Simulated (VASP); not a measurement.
# SnSe (Fm-3m) in VASP: a series of runs

Runs on SnSe. Level: PBEsol. Tasks: electric field gradients.

Program: VASP 6.6.1. These are calculated values, not measurements. Logs are shortened: lines on timing, memory, paths and dates and some standing lists are left out, and cuts for length are marked.

### Step 1. The cell of the first run

The structure is cubic, space group Fm-3m (No. 225). Conventional cell: a = 5.897 Å, b = 5.897 Å, c = 5.897 Å, α = 90.00°, β = 90.00°, γ = 90.00°. Sn (site symmetry m-3m) has 6 Se at 2.95 Å within 3.9 Å. Within 3.9 Å of Se (site symmetry m-3m) lie 6 Sn at 2.95 Å.

### Step 2. Electric field gradients, PBEsol (volume scaled by 0.94)

File INCAR:

```
PREC = Accurate
ENCUT = 520
EDIFF = 1E-8
ISMEAR = -1
SIGMA = 0.01
LREAL = False
LASPH = True
NELM = 100
ALGO = Normal
ISIF = 2
LWAVE = False
LCHARG = False
GGA = PS
LEFG = True
NBANDS = 17
```

File KPOINTS:

```
regular mesh
0
Gamma
  7 7 7
```

File POSCAR:

```
SnSe
1.0
    0.0000000000      2.9485541872      2.9485541872
    2.9485541872      0.0000000000      2.9485541872
    2.9485541872      2.9485541872      0.0000000000
Sn Se
1 1
Direct
    0.0000000000      0.0000000000      0.0000000000
    0.5000000000      0.5000000000      0.5000000000
```

Potentials or basis: VASP PAW PBE potentials, release 64 (Sn_d, Se).

The run is started by

```bash
$ cat potpaw_PBE.64/Sn_d/POTCAR potpaw_PBE.64/Se/POTCAR > POTCAR
$ mpirun -np 1 vasp_std > vasp.out
```

OUTCAR:

```text
PREC = Accurate
   ENCUT = 520
   EDIFF = 1E-8
   ISMEAR = -1
   LREAL = False
   LASPH = True
   NELM = 100
   ISIF = 2
   GGA = PS

 ion  position               nearest neighbor table
   1  0.000  0.000  0.000-   2 2.95   2 2.95   2 2.95   2 2.95   2 2.95   2 2.95
   2  0.500  0.500  0.500-   1 2.95   1 2.95   1 2.95   1 2.95   1 2.95   1 2.95

  LATTYP: Found a face centered cubic cell.
 ALAT       =     5.8971083744

  Lattice vectors:

 A1 = (   0.0000000000,   2.9485541872,   2.9485541872)
 A2 = (   2.9485541872,   0.0000000000,   2.9485541872)
 A3 = (   2.9485541872,   2.9485541872,   0.0000000000)

Analysis of symmetry for initial positions (statically):
=====================================================================
 Subroutine PRICEL returns:
 Original cell was already a primitive cell.

 Routine SETGRP: Setting up the symmetry group for a
 face centered cubic supercell.

 Subroutine GETGRP returns: Found 48 space group operations
 (whereof 48 operations were pure point group operations)
 out of a pool of 48 trial point group operations.

The static configuration has the point symmetry O_h .

Analysis of symmetry for dynamics (positions and initial velocities):
=====================================================================
 Subroutine PRICEL returns:
 Original cell was already a primitive cell.

 Routine SETGRP: Setting up the symmetry group for a
 face centered cubic supercell.

 Subroutine GETGRP returns: Found 48 space group operations
 (whereof 48 operations were pure point group operations)
 out of a pool of 48 trial point group operations.

The dynamic configuration has the point symmetry O_h .

 Subroutine INISYM returns: Found 48 space group operations
 (whereof 48 operations are pure point group operations),
 and found     1 'primitive' translations

----------------------------------------------------------------------------------------

                                     Primitive cell

  volume of cell :      51.2693

  direct lattice vectors                    reciprocal lattice vectors
     0.000000000  2.948554187  2.948554187    -0.169574635  0.169574635  0.169574635
     2.948554187  0.000000000  2.948554187     0.169574635 -0.169574635  0.169574635
     2.948554187  2.948554187  0.000000000     0.169574635  0.169574635 -0.169574635

  length of vectors
     4.169885321  4.169885321  4.169885321     0.293711883  0.293711883  0.293711883

  position of ions in fractional coordinates (direct lattice)
     0.000000000  0.000000000  0.000000000
     0.500000000  0.500000000  0.500000000

  ion indices of the primitive-cell ions
   primitive index   ion index
                 1           1
                 2           2

----------------------------------------------------------------------------------------

 KPOINTS: regular mesh

Automatic generation of k-mesh.
 Grid dimensions read from file:
 generate k-points for:    7    7    7

 Generating k-lattice:

  Cartesian coordinates                     Fractional coordinates (reciprocal lattice)
    -0.024224948  0.024224948  0.024224948     0.142857143  0.000000000  0.000000000
     0.024224948 -0.024224948  0.024224948     0.000000000  0.142857143  0.000000000
     0.024224948  0.024224948 -0.024224948     0.000000000  0.000000000  0.142857143

  Length of vectors
     0.041958840  0.041958840  0.041958840

  Shift w.r.t. Gamma in fractional coordinates (k-lattice)
     0.000000000  0.000000000  0.000000000

 Subroutine IBZKPT returns following result:
 ===========================================

 Found     20 irreducible k-points:

 Following reciprocal coordinates:
            Coordinates               Weight
  0.000000  0.000000  0.000000      1.000000
  0.142857  0.000000  0.000000      8.000000
  0.285714  0.000000  0.000000      8.000000
  0.428571  0.000000  0.000000      8.000000
  0.142857  0.142857  0.000000      6.000000
  0.285714  0.142857  0.000000     24.000000
[... 12 lines left out ...]
 -0.428571  0.428571  0.142857     24.000000
 -0.285714  0.428571  0.142857     24.000000
   k-points           NKPTS =     20   k-points in BZ     NKDIM =     20   number of bands    NBANDS=     17
   number of dos      NEDOS =    301   number of ions     NIONS =      2
   total plane-waves  NPLWV =  32768
   dimension x,y,z NGX =    32 NGY =   32 NGZ =   32
   dimension x,y,z NGXF=    64 NGYF=   64 NGZF=   64
   ions per type =               1   1
   NGX,Y,Z   is equivalent  to a cutoff of  12.76, 12.76, 12.76 a.u.
   NGXF,Y,Z  is equivalent  to a cutoff of  25.52, 25.52, 25.52 a.u.
 SYSTEM =  unknown system
   PREC   = accura    normal or accurate (medium, high low for compatibility)
   ISTART =      0    job   : 0-new  1-cont  2-samecut
   ICHARG =      2    charge: 1-file 2-atom 10-const
   ISPIN  =      1    spin polarized calculation?
   LNONCOLLINEAR =      F non collinear calculations
   LSORBIT =      F    spin-orbit coupling
   LASPH  =      T    aspherical Exc in radial PAW
   ENCUT  =  520.0 eV  38.22 Ry    6.18 a.u.   7.75  7.75  7.75*2*pi/ulx,y,z
   NELM   =    100;   NELMIN=  2; NELMDL= -5     # of ELM steps
   EDIFF  = 0.1E-07   stopping-criterion for ELM
   LREAL  =      F    real-space projection
   EDIFFG = 0.1E-06   stopping-criterion for IOM
   NSW    =      0    number of steps for IOM
   IBRION =     -1    ionic relax: 0-MD 1-quasi-New 2-CG
   NFREE  =      0    steps in history (QN), initial steepest desc. (CG)
   ISIF   =      2    stress and relaxation
   ISYM   =      2    0-nonsym 1-usesym 2-fastsym
   POTIM  = 0.5000    time-step for ionic-motion
   TEBEG  =    0.0;   TEEND  =   0.0 temperature during run
   PSTRESS=    0.0 pullay stress
   NELECT =      20.0000    total number of electrons
   NUPDOWN=      -1.0000    fix difference up-down
   EMIN   =  10.00;   EMAX   =-10.00  energy-range for DOS
   EFERMI =   0.00;   METHOD = LEGACY
   ISMEAR =    -1;   SIGMA  =   0.01  broadening in eV -4-tet -1-fermi 0-gaus
   EFERMI_NEDOS =   21; number of points for ismear=-14 and -15
   IALGO  =     38    algorithm
   IMIX   =      4    mixing-type and parameters
     AMIX     =   0.40;   BMIX     =  1.00
     AMIX_MAG =   1.60;   BMIX_MAG =  1.00
  volume/ion in A,a.u.               =      25.63       172.99
  Fermi-wavevector in a.u.,A,eV,Ry     =   1.196187  2.260466 19.468075  1.430863
  Thomas-Fermi vector in A             =   2.332134
   LORBIT       =      0    0 simple, 1 ext, 2 COOP (PROOUT), +10 PAW based schemes
   GGA     = PS    functional components
   LHFCALC =     F    Hartree Fock is set to
   AEXX    =    0.0000 exact exchange contribution
   IVDW    =     0    specifies the selected vdW correction
   LEPSILON=     F    determine dielectric tensor
   LRPA    =     F    only Hartree local field effects (RPA)
 non-spin polarized calculation
  energy-cutoff  :      520.00
  volume of cell :       51.27
 maximum number of plane-waves:      1411
   NGX = 15   NGY = 15   NGZ = 15

 number of electron      19.9999999 magnetization

 Free energy of the ion-electron system (eV)
  ---------------------------------------------------
  ext. energy  EPLUGINS =         0.00000000
  ---------------------------------------------------
  free energy    TOTEN  =        -8.97889964 eV

  energy without entropy =       -8.97889964  energy(sigma->0) =       -8.97889964

 E-fermi :   6.4127     XC(G=0): -10.0577

 val. band max:        6.1623431020   @ k =  -0.2857   0.1429   0.0000
 cond. band min:       6.7672672194   @ k =  -0.2857   0.1429   0.0000
 fundamental gap:      0.6049241175
 Fermi energy:         6.4126709630

 k-point     1 :       0.0000    0.0000    0.0000
  band No.  band energies     occupation
      1     -15.3323      2.00000
      2     -15.3323      2.00000
      3     -15.3300      2.00000
      4     -15.3300      2.00000
      5     -15.3300      2.00000
      6      -8.1679      2.00000
[... 9 lines left out ...]
     16      11.8767      0.00000
     17      14.1134      0.00000

 k-point     2 :       0.1429    0.0000    0.0000
  band No.  band energies     occupation
      1     -15.3340      2.00000
      2     -15.3340      2.00000
      3     -15.3294      2.00000
      4     -15.3271      2.00000
      5     -15.3271      2.00000
      6      -8.0079      2.00000
[... 9 lines left out ...]
     16      12.3839      0.00000
     17      15.7252      0.00000
[... 341 lines left out ...]
 k-point    20 :      -0.2857    0.4286    0.1429
  band No.  band energies     occupation
      1     -15.3596      2.00000
      2     -15.3317      2.00000
      3     -15.3255      2.00000
      4     -15.3194      2.00000
      5     -15.3079      2.00000
      6      -6.7412      2.00000
[... 9 lines left out ...]
     16      17.7761      0.00000
     17      18.2109      0.00000

------------------------ aborting loop because EDIFF is reached ----------------------------------------

  FORCE on cell =-STRESS in cart. coord.  units (eV):
  Direction    XX          YY          ZZ          XY          YZ          ZX
  --------------------------------------------------------------------------------------
  -------------------------------------------------------------------------------------
  Total        0.4879087      0.4879087      0.4879087     -0.0000000     -0.0000000      0.0000000
  in kB       15.2472610     15.2472610     15.2472610     -0.0000000     -0.0000000      0.0000000
  external PRESSURE =      15.2472610 kB  Pullay stress =       0.0000000 kB

 VOLUME and BASIS-vectors are now :
 -----------------------------------------------------------------------------
  energy-cutoff  :      520.00
  volume of cell :       51.27
      direct lattice vectors                 reciprocal lattice vectors
     0.000000000  2.948554187  2.948554187    -0.169574635  0.169574635  0.169574635
     2.948554187  0.000000000  2.948554187     0.169574635 -0.169574635  0.169574635
     2.948554187  2.948554187  0.000000000     0.169574635  0.169574635 -0.169574635

 POSITION                                       TOTAL-FORCE (eV/Angst)
 -----------------------------------------------------------------------------------
      0.00000      0.00000      0.00000        -0.000000      0.000000     -0.000000
      2.94855      2.94855      2.94855         0.000000     -0.000000      0.000000
 -----------------------------------------------------------------------------------
    total drift:                                0.000000     -0.000000     -0.000000

  FREE ENERGIE OF THE ION-ELECTRON SYSTEM (eV)
  ---------------------------------------------------
  free  energy   TOTEN  =        -8.9788996352 eV

  energy  without entropy=       -8.9788996352  energy(sigma->0) =       -8.97889964

 Electric field gradients (V/A^2)
---------------------------------------------------------------------
 ion       V_xx      V_yy      V_zz      V_xy      V_xz      V_yz
---------------------------------------------------------------------
   1      -0.000    -0.000    -0.000     0.002     0.002     0.002
   2       0.000     0.000    -0.000    -0.000    -0.000    -0.000
---------------------------------------------------------------------

 Electric field gradients after diagonalization (V/A^2)
 (convention: |V_zz| > |V_xx| > |V_yy|)
----------------------------------------------------------------------
 ion       V_xx      V_yy      V_zz     asymmetry (V_yy - V_xx)/ V_zz
----------------------------------------------------------------------
   1      -0.002    -0.002     0.004       0.000
   2       0.000     0.000    -0.001       0.000
----------------------------------------------------------------------

           NMR quadrupolar parameters

 Cq : quadrupolar parameter    Cq=e*Q*V_zz/h
 eta: asymmetry parameters     (V_yy - V_xx)/ V_zz
 Q  : nuclear electric quadrupole moment in mb (millibarn)
----------------------------------------------------------------------
 ion       Cq(MHz)       eta       Q (mb)
----------------------------------------------------------------------
   1       0.000       0.000       1.000
   2      -0.000       0.000       1.000
----------------------------------------------------------------------
```

It took 11 s on 1 thread of Intel Xeon 6975P-C, shared host; peak memory 0.18 GiB.

What came out:

- Free energy: -8.9789 eV
- Pressure: 1.5 GPa

Levels at points of the mesh, in eV from the Fermi level:
```csv
k point,band 6,band 7,band 8,band 9,band 10,band 11,band 12,band 13,band 14,band 15
"(0.00, 0.00, 0.00)",-14.58,-5.16,-2.63,-2.63,-2.63,4.25,4.25,4.25,5.46,5.46
```

Caveat: this odd mesh misses L, where the gap lies, so gap, dielectric constants and Born charges aren't listed; without QUAD_EFG the Cq values of the log hold for a quadrupole moment of 1 mb, not for the nuclei; the PAW data sets were made with another functional, which shifts forces and pressure a little; spin-orbit coupling is left out, which moves the levels of the heavy elements.

### Step 3. Electric field gradients, PBEsol (volume scaled by 0.94)

File INCAR:

```
SYSTEM = SnSe
PREC = Accurate
ENCUT = 520
EDIFF = 1E-8
ISMEAR = -1
SIGMA = 0.01
LREAL = .False.
LASPH = .True.
NELM = 60
ALGO = Normal
ISIF = 2
LWAVE = .False.
LCHARG = .False.
GGA = PS
LEFG = .True.
NBANDS = 17
```

File KPOINTS:

```
regular mesh
0
Gamma
  7 7 7
  0 0 0
```

POSCAR is that of step 2.

Potentials or basis: VASP PAW PBE potentials, release 64 (Sn_d, Se).

The run is started by

```bash
$ cat potpaw_PBE.64/Sn_d/POTCAR potpaw_PBE.64/Se/POTCAR > POTCAR
$ mpirun -np 1 vasp_std > vasp.out
```

OUTCAR:

```text
SYSTEM = SnSe
   PREC = Accurate
   ENCUT = 520
   EDIFF = 1E-8
   ISMEAR = -1
   LREAL = .False.
   LASPH = .True.
   NELM = 60
   ISIF = 2
   GGA = PS

 ion  position               nearest neighbor table
   1  0.000  0.000  0.000-   2 2.95   2 2.95   2 2.95   2 2.95   2 2.95   2 2.95
   2  0.500  0.500  0.500-   1 2.95   1 2.95   1 2.95   1 2.95   1 2.95   1 2.95

  LATTYP: Found a face centered cubic cell.
 ALAT       =     5.8971083744

  Lattice vectors:

 A1 = (   0.0000000000,   2.9485541872,   2.9485541872)
 A2 = (   2.9485541872,   0.0000000000,   2.9485541872)
 A3 = (   2.9485541872,   2.9485541872,   0.0000000000)

Analysis of symmetry for initial positions (statically):
=====================================================================
 Subroutine PRICEL returns:
 Original cell was already a primitive cell.

 Routine SETGRP: Setting up the symmetry group for a
 face centered cubic supercell.

 Subroutine GETGRP returns: Found 48 space group operations
 (whereof 48 operations were pure point group operations)
 out of a pool of 48 trial point group operations.

The static configuration has the point symmetry O_h .

Analysis of symmetry for dynamics (positions and initial velocities):
=====================================================================
 Subroutine PRICEL returns:
 Original cell was already a primitive cell.

 Routine SETGRP: Setting up the symmetry group for a
 face centered cubic supercell.

 Subroutine GETGRP returns: Found 48 space group operations
 (whereof 48 operations were pure point group operations)
 out of a pool of 48 trial point group operations.

[... 151 lines left out ...]
      1     -15.3323      2.00000
      2     -15.3323      2.00000
      3     -15.3300      2.00000
      4     -15.3300      2.00000
      5     -15.3300      2.00000
      6      -8.1679      2.00000
[... 377 lines left out ...]
      4     -15.3194      2.00000
      5     -15.3079      2.00000
      6      -6.7412      2.00000
[... 9 lines left out ...]
     16      17.7761      0.00000
     17      18.2109      0.00000

------------------------ aborting loop because EDIFF is reached ----------------------------------------

  FORCE on cell =-STRESS in cart. coord.  units (eV):
  Direction    XX          YY          ZZ          XY          YZ          ZX
  --------------------------------------------------------------------------------------
  -------------------------------------------------------------------------------------
  Total        0.4879087      0.4879087      0.4879087     -0.0000000     -0.0000000      0.0000000
  in kB       15.2472610     15.2472610     15.2472610     -0.0000000     -0.0000000      0.0000000
  external PRESSURE =      15.2472610 kB  Pullay stress =       0.0000000 kB

 VOLUME and BASIS-vectors are now :
 -----------------------------------------------------------------------------
  energy-cutoff  :      520.00
  volume of cell :       51.27
      direct lattice vectors                 reciprocal lattice vectors
     0.000000000  2.948554187  2.948554187    -0.169574635  0.169574635  0.169574635
     2.948554187  0.000000000  2.948554187     0.169574635 -0.169574635  0.169574635
     2.948554187  2.948554187  0.000000000     0.169574635  0.169574635 -0.169574635

 POSITION                                       TOTAL-FORCE (eV/Angst)
 -----------------------------------------------------------------------------------
      0.00000      0.00000      0.00000        -0.000000      0.000000     -0.000000
      2.94855      2.94855      2.94855         0.000000     -0.000000      0.000000
 -----------------------------------------------------------------------------------
    total drift:                                0.000000     -0.000000     -0.000000

  FREE ENERGIE OF THE ION-ELECTRON SYSTEM (eV)
  ---------------------------------------------------
  free  energy   TOTEN  =        -8.9788996352 eV

  energy  without entropy=       -8.9788996352  energy(sigma->0) =       -8.97889964

 Electric field gradients (V/A^2)
---------------------------------------------------------------------
 ion       V_xx      V_yy      V_zz      V_xy      V_xz      V_yz
---------------------------------------------------------------------
   1      -0.000    -0.000    -0.000     0.002     0.002     0.002
   2       0.000     0.000    -0.000    -0.000    -0.000    -0.000
---------------------------------------------------------------------

 Electric field gradients after diagonalization (V/A^2)
 (convention: |V_zz| > |V_xx| > |V_yy|)
----------------------------------------------------------------------
 ion       V_xx      V_yy      V_zz     asymmetry (V_yy - V_xx)/ V_zz
----------------------------------------------------------------------
   1      -0.002    -0.002     0.004       0.000
   2       0.000     0.000    -0.001       0.000
----------------------------------------------------------------------

           NMR quadrupolar parameters

 Cq : quadrupolar parameter    Cq=e*Q*V_zz/h
 eta: asymmetry parameters     (V_yy - V_xx)/ V_zz
 Q  : nuclear electric quadrupole moment in mb (millibarn)
----------------------------------------------------------------------
 ion       Cq(MHz)       eta       Q (mb)
----------------------------------------------------------------------
   1       0.000       0.000       1.000
   2      -0.000       0.000       1.000
----------------------------------------------------------------------
```

It took 12 s on 1 thread of Intel Xeon 6975P-C, shared host; peak memory 0.18 GiB.

What came out:

```yaml
Free_energy: -8.9789 eV
Pressure: 1.5 GPa
```

Levels at points of the mesh, in eV from the Fermi level:
```tsv
k point	band 6	band 7	band 8	band 9	band 10	band 11	band 12	band 13	band 14	band 15
(0.00, 0.00, 0.00)	-14.58	-5.16	-2.63	-2.63	-2.63	4.25	4.25	4.25	5.46	5.46
```

Caveat: this odd mesh misses L, where the gap lies, so gap, dielectric constants and Born charges aren't listed; without QUAD_EFG the Cq values of the log hold for a quadrupole moment of 1 mb, not for the nuclei; the PAW data sets were made with another functional, which shifts forces and pressure a little; spin-orbit coupling is left out, which moves the levels of the heavy elements.

(Continued in part 2 of 2.)
